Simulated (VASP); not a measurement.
MgS (hb.eB), 4 atoms in the cell. It takes space group F-43m (No. 216, cubic). Conventional cell: a = 5.652 Å, b = 5.652 Å, c = 5.652 Å, α = 90.00°, β = 90.00°, γ = 90.00°. Within 3.2 Å of Mg (site symmetry -43m) lie 4 S at 2.45 Å. Within 3.2 Å of S (site symmetry -43m) lie 4 Mg at 2.45 Å. 

| Item | Value |
| --- | --- |
| Program | VASP 6.6.1 |
| Task | single point |
| Functional | PBEsol |
| Potentials or basis | VASP PAW PBE potentials, release 64 (Mg, S) |
| Cutoff | 600 eV |
| k mesh | 6 × 4 × 6 |
| Occupations | gaussian, width 0.02 eV |
| Spin | no spin polarisation |
| Dipole correction | no |
| Further INCAR settings | ALGO = Normal; EDIFF = 1e-06; NBANDS = 16 |

Potentials or basis: VASP PAW PBE potentials, release 64 (Mg, S).

Launch:

```console
$ cat potpaw_PBE.64/Mg/POTCAR potpaw_PBE.64/S/POTCAR > POTCAR
$ mpirun -np 1 vasp_std > vasp.out
```

Hardware: 1 thread of Intel Xeon 6975P-C, with other jobs on the host.

Task: Estimate the wall time of this run.

Result: Run time: 34 s on 1 thread of Intel Xeon 6975P-C (shared host), peak memory 0.23 GiB. Counts: scf iterations 13, k points 30.
